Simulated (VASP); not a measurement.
A run of VASP 6.6.1 is set up as follows.

File INCAR:

```
PREC = Accurate
ENCUT = 520
EDIFF = 1E-6
ISMEAR = 0
SIGMA = 0.1
LREAL = False
LASPH = True
NELM = 100
ALGO = Normal
ISIF = 2
LWAVE = False
LCHARG = False
LDIPOL = True
IDIPOL = 3
DIPOL = 0.5 0.5 0.423
GGA = PE
IBRION = 2
NSW = 36
EDIFFG = -0.025
```

KPOINTS

```
Automatic mesh
0
Gamma
  9 9 1
```

File POSCAR:

```
Al9O
1.0
    2.8535431553      0.0000000000      0.0000000000
   -1.4267715777      2.4712408633      0.0000000000
    0.0000000000      0.0000000000     34.2605581409
Al O
9 1
Selective dynamics
Direct
    0.3333333333      0.6666666667      0.1167523303  F F F
    0.0000000000      0.0000000000      0.1852090272  F F F
    0.6666666667      0.3333333333      0.2536657241  F F F
    0.0000000000      0.0000000000      0.3221224210  F F F
    0.3333333333      0.6666666667      0.3899858410  F F F
    0.0000000000      0.0000000000      0.4578168561  F F F
    0.6666666667      0.3333333333      0.5268325031  F F F
    0.0000000000      0.0000000000      0.5950901736  F F F
    0.3333333333      0.6666666667      0.6643370504  F F F
    0.3333333333      0.6666666667      0.7192106457  F F T
```

Potentials or basis: VASP PAW PBE potentials, release 64 (Al, O).

Launch:

```sh
$ cat potpaw_PBE.64/Al/POTCAR potpaw_PBE.64/O/POTCAR > POTCAR
$ mpirun -np 1 vasp_std > vasp.out
```

Problem. Predict the energy gained by relaxing.

Solution. 32.9 meV/atom.

The path:
```csv
step,energy change (eV),largest force on free atoms (eV/Å),pressure (GPa)
1,0.0000,2.7851,-1.37
2,-0.2887,1.2671,-0.53
3,-0.3283,0.1312,0.13
4,-0.3287,0.0103,0.03
```

Caveat: the highest band is partly filled, so the run has too few bands.
